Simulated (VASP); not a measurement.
# BAs in VASP: further runs, part 2 of 2

VASP 6.6.1. The steps go on from the part before.

## (5) Relaxation of the atoms, PBE (12.81 Å³/atom)

This run uses another cell than the first one, of 12.81 Å³/atom.

File INCAR:

```
ALGO     = Normal         # electronic algorithm
EDIFF    = 1E-6           # SCF threshold, eV
EDIFFG   = -0.02          # ionic threshold
ENCUT    = 520            # plane-wave cutoff, eV
GGA      = PE             # functional
IBRION   = 2              # ionic algorithm
ISIF     = 2              # what is computed and relaxed
ISMEAR   = -1             # smearing method
LASPH    = T              # aspherical terms in the spheres
LCHARG   = F              # write CHGCAR
LREAL    = F              # projectors in reciprocal space
LWAVE    = F              # write WAVECAR
NELM     = 100            # most SCF steps
NSW      = 80             # ionic steps
PREC     = Accurate       # precision mode
SIGMA    = 0.02           # smearing width, eV
```

File KPOINTS:

```
k-points
0
Gamma
  16 16 16
```

File POSCAR:

```
BAs
1.0
    0.0000000000      2.3397414207      2.3397414207
    2.3397414207      0.0000000000      2.3397414207
    2.3397414207      2.3397414207      0.0000000000
B As
1 1
Direct
    0.0000000000      0.0000000000      0.0000000000
    0.2500000000      0.2500000000      0.2500000000
```

Potentials or basis: VASP PAW PBE potentials, release 64 (B, As).

Launch:

```console
> cat potpaw_PBE.64/B/POTCAR potpaw_PBE.64/As/POTCAR > POTCAR
> mpirun -np 1 vasp_std > vasp.out
```

OUTCAR:

```text
EDIFF = 1E-6
   EDIFFG = -0.02
   ENCUT = 520
   GGA = PE
   IBRION = 2
   ISIF = 2
   ISMEAR = -1
   LASPH = T
   LREAL = F
   NELM = 100
   NSW = 80
   PREC = Accurate

 ion  position               nearest neighbor table
   1  0.000  0.000  0.000-   2 2.03   2 2.03   2 2.03   2 2.03
   2  0.250  0.250  0.250-   1 2.03   1 2.03   1 2.03   1 2.03

  LATTYP: Found a face centered cubic cell.
 ALAT       =     4.6794828414

  Lattice vectors:

 A1 = (   0.0000000000,   2.3397414207,   2.3397414207)
 A2 = (   2.3397414207,   0.0000000000,   2.3397414207)
[... 443 lines left out ...]
      5      10.3763      0.00000
      6      10.4853      0.00000
      7      10.9104      0.00000
      8      13.0435      0.00000

 [... further k-points ...]
[... 5 lines left out ...]
  --------------------------------------------------------------------------------------
  -------------------------------------------------------------------------------------
  Total        2.1827808      2.1827808      2.1827808      0.0000000      0.0000000      0.0000000
  in kB      136.5171235    136.5171235    136.5171235      0.0000000      0.0000000      0.0000000
  external PRESSURE =     136.5171235 kB  Pullay stress =       0.0000000 kB

 VOLUME and BASIS-vectors are now :
 -----------------------------------------------------------------------------
  energy-cutoff  :      520.00
  volume of cell :       25.62
      direct lattice vectors                 reciprocal lattice vectors
     0.000000000  2.339741421  2.339741421    -0.213698828  0.213698828  0.213698828
     2.339741421  0.000000000  2.339741421     0.213698828 -0.213698828  0.213698828
     2.339741421  2.339741421  0.000000000     0.213698828  0.213698828 -0.213698828

 POSITION                                       TOTAL-FORCE (eV/Angst)
 -----------------------------------------------------------------------------------
      0.00000      0.00000      0.00000        -0.000000      0.000000     -0.000000
      1.16987      1.16987      1.16987         0.000000     -0.000000      0.000000
 -----------------------------------------------------------------------------------
    total drift:                               -0.000000     -0.000000     -0.000000

  FREE ENERGIE OF THE ION-ELECTRON SYSTEM (eV)
  ---------------------------------------------------
  free  energy   TOTEN  =       -11.3218530186 eV

  energy  without entropy=      -11.3218530185  energy(sigma->0) =      -11.32185302

 reached required accuracy - stopping structural energy minimisation
```

OSZICAR:

```text
N       E                     dE             d eps       ncg     rms          rms(c)
DAV:   1     0.135465539052E+02    0.13547E+02   -0.40733E+03  2320   0.895E+02
DAV:   2    -0.117604884390E+02   -0.25307E+02   -0.24359E+02  3496   0.110E+02
DAV:   3    -0.120883506174E+02   -0.32786E+00   -0.32786E+00  2560   0.166E+01
DAV:   4    -0.120888772130E+02   -0.52660E-03   -0.52660E-03  3568   0.677E-01
DAV:   5    -0.120888775099E+02   -0.29684E-06   -0.29683E-06  2568   0.850E-03    0.539E+00
DAV:   6    -0.114057803238E+02    0.68310E+00   -0.20727E+00  2472   0.771E+00    0.266E+00
DAV:   7    -0.113291875671E+02    0.76593E-01   -0.26460E-01  3320   0.308E+00    0.101E+00
DAV:   8    -0.113213286189E+02    0.78589E-02   -0.22544E-02  2496   0.107E+00    0.128E-01
DAV:   9    -0.113216740549E+02   -0.34544E-03   -0.55580E-04  3048   0.202E-01    0.758E-02
DAV:  10    -0.113218492612E+02   -0.17521E-03   -0.27952E-04  2824   0.126E-01    0.178E-02
DAV:  11    -0.113218536146E+02   -0.43534E-05   -0.91208E-06  3344   0.245E-02    0.156E-02
DAV:  12    -0.113218530186E+02    0.59604E-06   -0.22959E-06  2536   0.107E-02
   1 F= -.11321853E+02 E0= -.11321853E+02  d E =-.113219E+02
```

Wall time 14 s (1 thread of Intel Xeon 6975P-C (Granite Rapids), shared host); peak memory 0.18 GiB.

Results:

```yaml
Free_energy: -11.3219 eV
Pressure_after_relaxing: 13.7 GPa
Band_gap_on_the_k_mesh: 1.13 eV (least direct gap 3.36 eV)
```

Final structure:
```
B As
1.0
     0.00000    2.33974    2.33974
     2.33974    0.00000    2.33974
     2.33974    2.33974    0.00000
B As
1 1
Direct
  0.00000 0.00000 0.00000
  0.25000 0.25000 0.25000
```

Caveat: the relaxation stopped at its first step, so nothing moved. A k mesh can miss the band edges.

## (6) Relaxation of the atoms, PBE (13.08 Å³/atom)

This run uses another cell than the first one, of 13.08 Å³/atom.

File INCAR:

```
  ALGO = Normal
  EDIFF = 1E-6
  EDIFFG = -0.02
  ENCUT = 520
  GGA = PE
  IBRION = 2
  ISIF = 2
  ISMEAR = -1
  LASPH = T
  LCHARG = F
  LREAL = F
  LWAVE = F
  NELM = 100
  NSW = 80
  PREC = Accurate
  SIGMA = 0.02
```

KPOINTS is that of step 5.

File POSCAR:

```
BAs
1.0
    0.0000000000      2.3562190158      2.3562190158
    2.3562190158      0.0000000000      2.3562190158
    2.3562190158      2.3562190158      0.0000000000
B As
1 1
Direct
    0.0000000000      0.0000000000      0.0000000000
    0.2500000000      0.2500000000      0.2500000000
```

Potentials or basis: VASP PAW PBE potentials, release 64 (B, As).

Launch:

```console
> cat potpaw_PBE.64/B/POTCAR potpaw_PBE.64/As/POTCAR > POTCAR
> mpirun -np 1 vasp_std > vasp.out
```

OUTCAR:

```text
EDIFF = 1E-6
   EDIFFG = -0.02
   ENCUT = 520
   GGA = PE
   IBRION = 2
   ISIF = 2
   ISMEAR = -1
   LASPH = T
   LREAL = F
   NELM = 100
   NSW = 80
   PREC = Accurate

 ion  position               nearest neighbor table
   1  0.000  0.000  0.000-   2 2.04   2 2.04   2 2.04   2 2.04
   2  0.250  0.250  0.250-   1 2.04   1 2.04   1 2.04   1 2.04

  LATTYP: Found a face centered cubic cell.
 ALAT       =     4.7124380316

  Lattice vectors:

 A1 = (   0.0000000000,   2.3562190158,   2.3562190158)
 A2 = (   2.3562190158,   0.0000000000,   2.3562190158)
[... 443 lines left out ...]
      5      10.1026      0.00000
      6      10.1919      0.00000
      7      10.6096      0.00000
      8      12.5678      0.00000

 [... further k-points ...]
[... 5 lines left out ...]
  --------------------------------------------------------------------------------------
  -------------------------------------------------------------------------------------
  Total        1.6158165      1.6158165      1.6158165     -0.0000000     -0.0000000      0.0000000
  in kB       98.9522454     98.9522454     98.9522454     -0.0000000     -0.0000000      0.0000000
  external PRESSURE =      98.9522454 kB  Pullay stress =       0.0000000 kB

 VOLUME and BASIS-vectors are now :
 -----------------------------------------------------------------------------
  energy-cutoff  :      520.00
  volume of cell :       26.16
      direct lattice vectors                 reciprocal lattice vectors
     0.000000000  2.356219016  2.356219016    -0.212204382  0.212204382  0.212204382
     2.356219016  0.000000000  2.356219016     0.212204382 -0.212204382  0.212204382
     2.356219016  2.356219016  0.000000000     0.212204382  0.212204382 -0.212204382

 POSITION                                       TOTAL-FORCE (eV/Angst)
 -----------------------------------------------------------------------------------
      0.00000      0.00000      0.00000        -0.000000     -0.000000     -0.000000
      1.17811      1.17811      1.17811         0.000000      0.000000      0.000000
 -----------------------------------------------------------------------------------
    total drift:                               -0.000000     -0.000000     -0.000000

  FREE ENERGIE OF THE ION-ELECTRON SYSTEM (eV)
  ---------------------------------------------------
  free  energy   TOTEN  =       -11.3619393925 eV

  energy  without entropy=      -11.3619393925  energy(sigma->0) =      -11.36193939

 reached required accuracy - stopping structural energy minimisation
```

OSZICAR:

```text
N       E                     dE             d eps       ncg     rms          rms(c)
DAV:   1     0.132456790745E+02    0.13246E+02   -0.39688E+03  2320   0.888E+02
DAV:   2    -0.117589420397E+02   -0.25005E+02   -0.24261E+02  3504   0.108E+02
DAV:   3    -0.120833030573E+02   -0.32436E+00   -0.32436E+00  2696   0.166E+01
DAV:   4    -0.120837549807E+02   -0.45192E-03   -0.45192E-03  3528   0.662E-01
DAV:   5    -0.120837551098E+02   -0.12905E-06   -0.12891E-06  2648   0.795E-03    0.523E+00
DAV:   6    -0.114395430724E+02    0.64421E+00   -0.19931E+00  2448   0.748E+00    0.259E+00
DAV:   7    -0.113690006800E+02    0.70542E-01   -0.24417E-01  3320   0.297E+00    0.988E-01
DAV:   8    -0.113614166400E+02    0.75840E-02   -0.22305E-02  2488   0.106E+00    0.125E-01
DAV:   9    -0.113617571873E+02   -0.34055E-03   -0.57012E-04  2984   0.201E-01    0.727E-02
DAV:  10    -0.113619351523E+02   -0.17796E-03   -0.28437E-04  2792   0.126E-01    0.172E-02
DAV:  11    -0.113619399215E+02   -0.47692E-05   -0.97572E-06  3368   0.252E-02    0.150E-02
DAV:  12    -0.113619393925E+02    0.52902E-06   -0.23574E-06  2488   0.108E-02
   1 F= -.11361939E+02 E0= -.11361939E+02  d E =-.113619E+02
```

CONTCAR:

```text
BAs
   1.00000000000000
     0.0000000000000000    2.3562190157999998    2.3562190157999998
     2.3562190157999998    0.0000000000000000    2.3562190157999998
     2.3562190157999998    2.3562190157999998    0.0000000000000000
  B               As
     1     1
Direct
     0.0000000000000000    0.0000000000000000    0.0000000000000000
     0.2500000000000000    0.2500000000000000    0.2500000000000000

  0.00000000E+00  0.00000000E+00  0.00000000E+00
  0.00000000E+00  0.00000000E+00  0.00000000E+00
```

It took 14 s on 1 thread of Intel Xeon 6975P-C (Granite Rapids), shared host; peak memory 0.17 GiB.

Results:

```yaml
Free_energy: -11.3619 eV
Pressure_after_relaxing: 9.9 GPa
Band_gap_on_the_k_mesh: 1.15 eV (least direct gap 3.33 eV)
```

Final structure:
```
CELL_PARAMETERS angstrom
0.00000 2.35622 2.35622
2.35622 0.00000 2.35622
2.35622 2.35622 0.00000
ATOMIC_POSITIONS crystal
B 0.00000 0.00000 0.00000
As 0.25000 0.25000 0.25000
```

Caveat: the relaxation stopped at its first step, so nothing moved.

## (7) Summary

```csv
task,cell,gap on the mesh (eV),pressure (GPa)
relaxation of the atoms,"atoms relaxed from a = 3.344, b = 3.344, c = 3.378 Å, angles 59.7, 59.7, 60.7°, 2 atoms",0.86,6.5
relaxation of the atoms,"atoms relaxed from a = 3.429, b = 3.429, c = 3.378 Å, angles 60.5, 60.5, 59.0°, 2 atoms",1.00,-0.6
single point,"a = 3.429, b = 3.429, c = 3.378 Å, angles 60.5, 60.5, 59.0°, 2 atoms",1.00,-0.6
relaxation of the atoms,"atoms relaxed from a = 3.309 Å, angles 60.0°, 2 atoms",1.13,13.7
relaxation of the atoms,"atoms relaxed from a = 3.332 Å, angles 60.0°, 2 atoms",1.15,9.9
```

Alike in all rows: level PBE; potentials or basis VASP PAW PBE potentials, release 64 (B, As); no spin polarisation; k mesh 16 × 16 × 16; cutoff (eV) 520; smearing fermi-dirac 0.02 eV.

Caveats: the relaxation stopped at its first step, so nothing moved (at least some runs).

Total energies depend on the potentials used, so only differences within one code and one set of settings carry meaning.
